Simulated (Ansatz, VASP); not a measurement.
## One calculation of Hf2SiOF2, two programs

```
Hf Si O F
1.0
     3.74381    0.00000    0.00000
    -1.87190    3.24223    0.00000
     0.00000    0.00000    6.43161
Hf Si O F
2 1 1 2
Direct
  0.33333 0.66667 0.22222
  0.66667 0.33333 0.77778
  0.00000 0.00000 0.50000
  0.00000 0.00000 0.00000
  0.33333 0.66667 0.83426
  0.66667 0.33333 0.16574
```

Change from the starting cell: species swapped into the LiTbCu2P2 type (P-3m1, No. 164).

Alike in both runs: functional PBE; k mesh 6 × 6 × 4; occupations gaussian, width 0.1 eV; no spin polarisation.

Ansatz relaxed the structure, and its values are those at the end. VASP's run is a single point on that final structure, the one shown.

```csv
,VASP,Ansatz
version,VASP 6.6.1,Ansatz 0.2.0
potentials or method,"VASP PAW PBE potentials, release 64 (Hf_pv, Si, O, F), cutoff 520 eV","scalar-relativistic, plane waves, PAW"
valence electrons in the cell,44,76
```

Ansatz gave:

| Quantity | Value |
| --- | --- |
| gap on the k mesh at the Fermi level (eV) | none |
| pressure (GPa) | 0.2 |
| rms of the force components (eV/Å) | 0.002 |

**Question.** Estimate VASP's values.

**Answer.** gap on the k mesh at the Fermi level (eV): none; pressure (GPa): -1.8; rms of the force components (eV/Å): 0.044.

A gap of «none» marks a metal or a gap that the smearing closes. VASP's potentials hold 44 valence electrons a cell and Ansatz's 76, so a difference there can come from the potentials and not from the codes.

Neither program's run includes spin-orbit coupling.
